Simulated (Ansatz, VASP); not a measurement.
## One calculation of C, two programs

The input INCAR:

```
SYSTEM = C
PREC = Accurate
ENCUT = 600
EDIFF = 1E-6
ISMEAR = -1
SIGMA = 0.06122561905347299
LREAL = .False.
LASPH = .True.
NELM = 120
ALGO = Normal
ISIF = 2
LWAVE = .False.
LCHARG = .True.
GGA = PE
LELF = .True.
LVHAR = .True.
NBANDS = 11
GGA_COMPAT = .False.
```

The input KPOINTS:

```
regular mesh
0
Gamma
  8 8 8
  0 0 0
```

Contents of POSCAR:

```
C
1.0
    0.0000000000      1.8035549600      1.8035549600
    1.8035549600      0.0000000000      1.8035549600
    1.8035549600      1.8035549600      0.0000000000
C
2
Direct
    0.0000000000      0.0000000000      0.0000000000
    0.2500000000      0.2500000000      0.2500000000
```

Input for Ansatz:

```yaml
crystal:
  atoms:
  - position: [0.0, 0.0, 0.0]
    symbol: C
  - position: [0.25, 0.25, 0.25]
    symbol: C
  lattice:
  - [0.0, 1.8035549600075922, 1.8035549600075922]
  - [1.8035549600075922, 0.0, 1.8035549600075922]
  - [1.8035549600075922, 1.8035549600075922, 0.0]
hamiltonian:
  dispersion: none
  pseudopotentials:
    kind: all_electron
    lapw:
      basis_error: 0.025 meV
      muffin_tin_radii: {C: 0.7303}
    relativity: scalar
  xc: pbe
kpoints:
  mp_grid:
    grid: [8, 8, 8]
    shift: [0, 0, 0]
magnetization: {spin_polarized: false}
output: {forces: true, stress: true}
scf:
  convergence: {dr2_threshold: 1e-10 eV}
  lower_state_search: 'off'
  max_iter: 200
  occupations: {method: fermi_dirac, width: 0.06122561905347299}
```

Alike in both runs: task single point; functional PBE; k mesh 8 × 8 × 8; occupations fermi-dirac, width 0.0612256 eV; no spin polarisation.

|  | VASP | Ansatz |
| --- | --- | --- |
| version | VASP 6.6.1 | Ansatz 0.2 development build |
| potentials or method | VASP PAW PBE potentials, release 64 (C), cutoff 600 eV | all-electron full-potential LAPW, scalar-relativistic |

```tsv
	VASP	Ansatz	Ansatz less VASP
gap on the k mesh at the Fermi level (eV)	4.06	4.07	+0.007
pressure (GPa)	-12.2	-12.2	+0.03
```

Ansatz ran all-electron here, and VASP with PAW potentials.
